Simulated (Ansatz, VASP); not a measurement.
## Li: VASP beside Ansatz

```
Li
1.0
     5.75916    0.00000    0.00000
    -1.91972    5.42979    0.00000
     0.00000    0.00000   22.70233
Li
12
Direct
  0.25000 0.25000 0.35239
  0.25000 0.75000 0.35239
  0.75000 0.25000 0.35239
  0.75000 0.75000 0.35239
  0.50846 0.45656 0.45773
  0.55993 0.95931 0.45772
  0.01155 0.45241 0.44976
  0.05712 0.96662 0.44969
  0.81585 0.71831 0.55482
  0.80660 0.25785 0.56357
  0.24952 0.70140 0.55505
  0.25734 0.16164 0.56350
```

Alike in both runs: task single point; functional PBE; dispersion D3(BJ); k mesh 4 × 4 × 1; occupations gaussian, width 0.1 eV; no spin polarisation.

```csv
,VASP,Ansatz
version,VASP 6.6.1,Ansatz 0.2.0
potentials or method,"VASP PAW PBE potentials, release 64 (Li_sv), cutoff 520 eV","scalar-relativistic, plane waves, PAW"
valence electrons in the cell,36,36
```

```csv
,VASP,Ansatz,Ansatz less VASP
gap on the k mesh at the Fermi level (eV),none,none,-
rms of the force components (eV/Å),0.215,0.214,-0.0011
```

Atom by atom the forces differ by 0.002 eV/Å (rms over components). A gap of «none» marks a metal or a gap that the smearing closes.

Noted on VASP's run: the cutoff is short for stress, so the pressure is rough.
